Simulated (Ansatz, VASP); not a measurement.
**Cd in VASP and in Ansatz**

```
CELL_PARAMETERS angstrom
2.99670 0.00000 0.00000
0.00000 2.99670 0.00000
0.00000 0.00000 2.99670
ATOMIC_POSITIONS crystal
Cd 0.00000 0.00000 0.00000
```

Alike in both runs: task relaxation of cell and atoms; functional PBE; k mesh 14 × 14 × 14; occupations fermi-dirac, width 0.05 eV; no spin polarisation.

```csv
,VASP,Ansatz
version,VASP 6.6.1,Ansatz 0.2.0
potentials or method,"VASP PAW PBE potentials, release 64 (Cd), cutoff 600 eV","all-electron LAPW, non-relativistic"
```

|  | VASP | Ansatz | Ansatz less VASP |
| --- | --- | --- | --- |
| relaxed volume (Å³/atom) | 27.03 | 28.44 | +1.403 |
| relaxed cell length with the largest relative difference (Å) | 3.001 | 3.052 | +0.0510 |

One of these differences is far larger than is usual between the two programs; its cause wasn't traced. Ansatz ran all-electron here, and VASP with PAW potentials.
